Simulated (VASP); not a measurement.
# AlNi in VASP: notebook, part 3 of 3

VASP 6.6.1. Earlier steps stand in the parts before.

## Step 5: Single point, PBEsol

This run uses another cell than the first one, of 11.43 Å³/atom, 0.906 times its volume.

Input file INCAR:

```
  ALGO = Normal
  EDIFF = 1E-7
  ENCUT = 520
  GGA = PS
  ISIF = 2
  ISMEAR = 0
  LASPH = T
  LCHARG = F
  LREAL = F
  LWAVE = F
  NBANDS = 14
  NELM = 60
  PREC = Accurate
  SIGMA = 0.15
```

Input file KPOINTS:

```
k-points
0
Gamma
  16 16 16
```

Input file POSCAR:

```
AlNi
1.0
    2.8380702405      0.0000000000      0.0000000000
    0.0000000000      2.8380702405      0.0000000000
    0.0000000000      0.0000000000      2.8380702405
Al Ni
1 1
Direct
    0.0000000000      0.0000000000      0.0000000000
    0.5000000000      0.5000000000      0.5000000000
```

Potentials or basis: VASP PAW PBE potentials, release 64 (Al, Ni).

Command:

```
$ cat potpaw_PBE.64/Al/POTCAR potpaw_PBE.64/Ni/POTCAR > POTCAR
$ mpirun -np 1 vasp_std > vasp.out
```

OUTCAR:

```text
EDIFF = 1E-7
   ENCUT = 520
   GGA = PS
   ISIF = 2
   ISMEAR = 0
   LASPH = T
   LREAL = F
   NELM = 60
   PREC = Accurate

 ion  position               nearest neighbor table
   1  0.000  0.000  0.000-   2 2.46   2 2.46   2 2.46   2 2.46   2 2.46   2 2.46   2 2.46   2 2.46

   2  0.500  0.500  0.500-   1 2.46   1 2.46   1 2.46   1 2.46   1 2.46   1 2.46   1 2.46   1 2.46

  LATTYP: Found a simple cubic cell.
 ALAT       =     2.8380702405

  Lattice vectors:

 A1 = (   2.8380702405,   0.0000000000,   0.0000000000)
 A2 = (   0.0000000000,   2.8380702405,   0.0000000000)
 A3 = (   0.0000000000,   0.0000000000,   2.8380702405)

Analysis of symmetry for initial positions (statically):
=====================================================================
 Subroutine PRICEL returns:
 Original cell was already a primitive cell.

 Routine SETGRP: Setting up the symmetry group for a
 simple cubic supercell.

 Subroutine GETGRP returns: Found 48 space group operations
 (whereof 48 operations were pure point group operations)
 out of a pool of 48 trial point group operations.

The static configuration has the point symmetry O_h .

Analysis of symmetry for dynamics (positions and initial velocities):
=====================================================================
 Subroutine PRICEL returns:
 Original cell was already a primitive cell.

 Routine SETGRP: Setting up the symmetry group for a
 simple cubic supercell.

 Subroutine GETGRP returns: Found 48 space group operations
 (whereof 48 operations were pure point group operations)
 out of a pool of 48 trial point group operations.

The dynamic configuration has the point symmetry O_h .

 Subroutine INISYM returns: Found 48 space group operations
 (whereof 48 operations are pure point group operations),
 and found     1 'primitive' translations

----------------------------------------------------------------------------------------

                                     Primitive cell

  volume of cell :      22.8596

  direct lattice vectors                    reciprocal lattice vectors
     2.838070241  0.000000000  0.000000000     0.352352097  0.000000000  0.000000000
     0.000000000  2.838070241  0.000000000     0.000000000  0.352352097  0.000000000
     0.000000000  0.000000000  2.838070241     0.000000000  0.000000000  0.352352097

  length of vectors
     2.838070241  2.838070241  2.838070241     0.352352097  0.352352097  0.352352097

  position of ions in fractional coordinates (direct lattice)
     0.000000000  0.000000000  0.000000000
     0.500000000  0.500000000  0.500000000

  ion indices of the primitive-cell ions
   primitive index   ion index
                 1           1
                 2           2

----------------------------------------------------------------------------------------

 KPOINTS: k-points

Automatic generation of k-mesh.
 Grid dimensions read from file:
 generate k-points for:   16   16   16

 Generating k-lattice:

  Cartesian coordinates                     Fractional coordinates (reciprocal lattice)
     0.022022006  0.000000000  0.000000000     0.062500000  0.000000000  0.000000000
     0.000000000  0.022022006  0.000000000     0.000000000  0.062500000  0.000000000
     0.000000000  0.000000000  0.022022006     0.000000000  0.000000000  0.062500000

  Length of vectors
     0.022022006  0.022022006  0.022022006

  Shift w.r.t. Gamma in fractional coordinates (k-lattice)
     0.000000000  0.000000000  0.000000000

 Subroutine IBZKPT returns following result:
 ===========================================

 Found    165 irreducible k-points:

 Following reciprocal coordinates:
            Coordinates               Weight
  0.000000  0.000000  0.000000      1.000000
  0.062500  0.000000  0.000000      6.000000
  0.125000  0.000000  0.000000      6.000000
  0.187500  0.000000  0.000000      6.000000
  0.250000  0.000000  0.000000      6.000000
  0.312500  0.000000  0.000000      6.000000
[... 16 lines left out ...]
  0.437500  0.125000  0.000000     24.000000
  0.500000  0.125000  0.000000     12.000000
 [... further k-points ...]
   k-points           NKPTS =    165   k-points in BZ     NKDIM =    165   number of bands    NBANDS=     14
   number of dos      NEDOS =    301   number of ions     NIONS =      2
   total plane-waves  NPLWV =  13824
   dimension x,y,z NGX =    24 NGY =   24 NGZ =   24
   dimension x,y,z NGXF=    48 NGYF=   48 NGZF=   48
   ions per type =               1   1
   NGX,Y,Z   is equivalent  to a cutoff of  14.06, 14.06, 14.06 a.u.
   NGXF,Y,Z  is equivalent  to a cutoff of  28.12, 28.12, 28.12 a.u.
 SYSTEM =  unknown system
   PREC   = accura    normal or accurate (medium, high low for compatibility)
   ISTART =      0    job   : 0-new  1-cont  2-samecut
   ICHARG =      2    charge: 1-file 2-atom 10-const
   ISPIN  =      1    spin polarized calculation?
   LNONCOLLINEAR =      F non collinear calculations
   LSORBIT =      F    spin-orbit coupling
   LASPH  =      T    aspherical Exc in radial PAW
   ENCUT  =  520.0 eV  38.22 Ry    6.18 a.u.   5.28  5.28  5.28*2*pi/ulx,y,z
   NELM   =     60;   NELMIN=  2; NELMDL= -5     # of ELM steps
   EDIFF  = 0.1E-06   stopping-criterion for ELM
   LREAL  =      F    real-space projection
   EDIFFG = 0.1E-05   stopping-criterion for IOM
   NSW    =      0    number of steps for IOM
   IBRION =     -1    ionic relax: 0-MD 1-quasi-New 2-CG
   NFREE  =      0    steps in history (QN), initial steepest desc. (CG)
   ISIF   =      2    stress and relaxation
   ISYM   =      2    0-nonsym 1-usesym 2-fastsym
   POTIM  = 0.5000    time-step for ionic-motion
   TEBEG  =    0.0;   TEEND  =   0.0 temperature during run
   PSTRESS=    0.0 pullay stress
   NELECT =      13.0000    total number of electrons
   NUPDOWN=      -1.0000    fix difference up-down
   EMIN   =  10.00;   EMAX   =-10.00  energy-range for DOS
   EFERMI =   0.00;   METHOD = LEGACY
   ISMEAR =     0;   SIGMA  =   0.15  broadening in eV -4-tet -1-fermi 0-gaus
   EFERMI_NEDOS =   21; number of points for ismear=-14 and -15
   IALGO  =     38    algorithm
   IMIX   =      4    mixing-type and parameters
     AMIX     =   0.40;   BMIX     =  1.00
     AMIX_MAG =   1.60;   BMIX_MAG =  1.00
  volume/ion in A,a.u.               =      11.43        77.13
  Fermi-wavevector in a.u.,A,eV,Ry     =   1.356332  2.563097 25.029789  1.839638
  Thomas-Fermi vector in A             =   2.483344
   LORBIT       =      0    0 simple, 1 ext, 2 COOP (PROOUT), +10 PAW based schemes
   GGA     = PS    functional components
   LHFCALC =     F    Hartree Fock is set to
   AEXX    =    0.0000 exact exchange contribution
   IVDW    =     0    specifies the selected vdW correction
   LEPSILON=     F    determine dielectric tensor
   LRPA    =     F    only Hartree local field effects (RPA)
 non-spin polarized calculation
 Gauss-broadening in eV      SIGMA  =   0.15
  energy-cutoff  :      520.00
  volume of cell :       22.86
 maximum number of plane-waves:       632
 NGX is ok and might be reduce to    24
   NGX = 11   NGY = 11   NGZ = 11

 number of electron      12.9999997 magnetization

 Free energy of the ion-electron system (eV)
  ---------------------------------------------------
  ext. energy  EPLUGINS =         0.00000000
  ---------------------------------------------------
  free energy    TOTEN  =       -11.58239812 eV

  energy without entropy =      -11.57411046  energy(sigma->0) =      -11.57825429

 E-fermi :  10.5043     XC(G=0): -12.3864

 val. band max:       10.4948590318   @ k =   0.5000   0.4375   0.3125
 cond. band min:      10.5103461711   @ k =   0.3750   0.3125   0.1250
 fundamental gap:      0.0154871393
 Fermi energy:        10.5042782541

 k-point     1 :       0.0000    0.0000    0.0000
  band No.  band energies     occupation
      1      -0.9623      2.00000
      2       7.0440      2.00000
      3       7.0440      2.00000
      4       8.8669      2.00000
      5       8.8669      2.00000
      6       8.8669      2.00000
      7      16.1931      0.00000
      8      16.1931      0.00000
      9      16.1931      0.00000
     10      18.7959      0.00000
     11      18.7959      0.00000
     12      25.0549      0.00000
     13      31.9313      0.00000
     14      31.9313      0.00000
[... 375 lines left out ...]
 k-point    24 :       0.5000    0.1250    0.0000
  band No.  band energies     occupation
      1       3.5935      2.00000
      2       3.7528      2.00000
      3       7.6171      2.00000
      4       8.0475      2.00000
      5       8.1439      2.00000
      6       8.8545      2.00000
      7       9.8246      2.00000
      8      17.6165      0.00000
      9      18.5962      0.00000
     10      21.1741      0.00000
     11      21.9769      0.00000
     12      22.1027      0.00000
     13      26.3572      0.00000
     14      27.0472      0.00000

 [... further k-points ...]
[... 5 lines left out ...]
  --------------------------------------------------------------------------------------
  -------------------------------------------------------------------------------------
  Total        0.6825132      0.6825132      0.6825132     -0.0000000      0.0000000     -0.0000000
  in kB       47.8357091     47.8357091     47.8357091     -0.0000000      0.0000000     -0.0000000
  external PRESSURE =      47.8357091 kB  Pullay stress =       0.0000000 kB

 VOLUME and BASIS-vectors are now :
 -----------------------------------------------------------------------------
  energy-cutoff  :      520.00
  volume of cell :       22.86
      direct lattice vectors                 reciprocal lattice vectors
     2.838070241  0.000000000  0.000000000     0.352352097  0.000000000  0.000000000
     0.000000000  2.838070241  0.000000000     0.000000000  0.352352097  0.000000000
     0.000000000  0.000000000  2.838070241     0.000000000  0.000000000  0.352352097

 POSITION                                       TOTAL-FORCE (eV/Angst)
 -----------------------------------------------------------------------------------
      0.00000      0.00000      0.00000         0.000000      0.000000      0.000000
      1.41904      1.41904      1.41904         0.000000      0.000000      0.000000
 -----------------------------------------------------------------------------------
    total drift:                                0.000000      0.000000     -0.000000

  FREE ENERGIE OF THE ION-ELECTRON SYSTEM (eV)
  ---------------------------------------------------
  free  energy   TOTEN  =       -11.5823981201 eV

  energy  without entropy=      -11.5741104588  energy(sigma->0) =      -11.57825429
```

stdout:

```text
POSCAR found type information on POSCAR AlNi
 POSCAR found :  2 types and       2 ions
 scaLAPACK will be used
 -----------------------------------------------------------------------------
|                                                                             |
|                                                                             |
|     You enforced a specific xc type in the INCAR file but a different       |
|     I HOPE YOU KNOW WHAT YOU ARE DOING!                                     |
|                                                                             |
 -----------------------------------------------------------------------------

 LDA part: xc-table for (Slater+PW92), standard interpolation
 POSCAR, INCAR and KPOINTS ok, starting setup
 FFT: planning ... GRIDC
 FFT: planning ... GRID_SOFT
 FFT: planning ... GRID
 WAVECAR not read
 entering main loop
```

Run time: 22 s. Hardware: 1 thread of Intel Xeon Platinum 8488C (Sapphire Rapids), shared host; peak memory 0.18 GiB.

What came out:

```
Free energy : -11.5824 eV
Pressure    : 4.8 GPa
```

Caveat: the PAW data sets were made with another functional, which shifts forces and pressure a little.

## Step 6: Single point, PBEsol

This run uses another cell than the first one, of 12.01 Å³/atom, 0.952 times its volume.

Input file INCAR:

```
ALGO = Normal
EDIFF = 1E-6
ENCUT = 520
GGA = PS
ISIF = 2
ISMEAR = 0
LASPH = True
LCHARG = False
LREAL = False
LWAVE = False
NBANDS = 14
NELM = 60
PREC = Accurate
SIGMA = 0.15
```

KPOINTS is that of step 5.

Input file POSCAR:

```
AlNi
1.0
    2.8855765085      0.0000000000      0.0000000000
    0.0000000000      2.8855765085      0.0000000000
    0.0000000000      0.0000000000      2.8855765085
Al Ni
1 1
Direct
    0.0000000000      0.0000000000      0.0000000000
    0.5000000000      0.5000000000      0.5000000000
```

Potentials or basis: VASP PAW PBE potentials, release 64 (Al, Ni).

Command:

```
$ cat potpaw_PBE.64/Al/POTCAR potpaw_PBE.64/Ni/POTCAR > POTCAR
$ mpirun -np 1 vasp_std > vasp.out
```

Wall time 20 s (1 thread of Intel Xeon Platinum 8488C (Sapphire Rapids), shared host); peak memory 0.18 GiB.

Results (log left out):

```
Free energy : -11.5845 eV
Pressure    : -3.9 GPa
```

Levels at points of the mesh, in eV from the Fermi level:
| k point | band 4 | band 5 | band 6 | band 7 | band 8 | band 9 |
| --- | --- | --- | --- | --- | --- | --- |
| (0.00, 0.00, 0.00) | -1.53 | -1.53 | -1.53 | 5.47 | 5.47 | 5.47 |
| (0.50, 0.00, 0.00) | -2.24 | -2.24 | -1.45 | -0.65 | 8.29 | 9.96 |
| (0.50, 0.50, 0.00) | -2.87 | -2.06 | -2.06 | -1.01 | 1.45 | 2.47 |
| (0.50, 0.50, 0.50) | -0.98 | -0.98 | 1.98 | 1.98 | 1.98 | 3.68 |

Caveat: the PAW data sets were made with another functional, which shifts forces and pressure a little. Spin polarisation is off, so any magnetic state and its effect on volume and gap are missing.

## Step 7: The runs side by side

| cell | gap on the mesh (eV) | pressure (GPa) |
| --- | --- | --- |
| a = 2.933 Å, 2 atoms | none | -10.0 |
| a = 2.790 Å, 2 atoms | none | 15.7 |
| a = 2.814 Å, 2 atoms | none | 10.0 |
| a = 2.838 Å, 2 atoms | none | 4.8 |
| a = 2.886 Å, 2 atoms | none | -3.9 |

Alike in all rows: task single point; level PBEsol; potentials or basis VASP PAW PBE potentials, release 64 (Al, Ni); no spin polarisation; k mesh 16 × 16 × 16; cutoff (eV) 520; smearing gaussian 0.15 eV.

Caveats: the PAW data sets were made with another functional, which shifts forces and pressure a little.

Absolute energies hang on the potentials; compare differences alone.
